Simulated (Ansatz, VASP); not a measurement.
## Ge: VASP beside Ansatz

```xyz
2
Lattice="-2.5012 2.5042 1.3835 2.5042 -2.5012 1.3835 2.5148 2.5148 -1.3780" Properties=species:S:1:pos:R:3 pbc="T T T"
Ge   -2.5000    2.5030    1.3835
Ge    0.0063    2.5115    0.6945
```

Alike in both runs: task single point; functional RPBE; k mesh 14 × 14 × 10; occupations fermi-dirac, width 0.1 eV; no spin polarisation.

|  | VASP | Ansatz |
| --- | --- | --- |
| version | VASP 6.6.1 | Ansatz 0.2.0 |
| potentials or method | VASP PAW PBE potentials, release 64 (Ge_d), cutoff 520 eV | plane waves (420 eV) with PAW, scalar-relativistic |
| valence electrons in the cell | 28 | 28 |

VASP gave:

| Item | Value |
| --- | --- |
| pressure (GPa) | 10.8 |
| traceless stress, the component that is largest in VASP (GPa) | -0.45 |

Problem. Estimate Ansatz's values.

Solution. Pressure (GPa): 10.8; traceless stress, the component that is largest in VASP (GPa): -0.46.

VASP's potentials were made for PBE, not for RPBE.
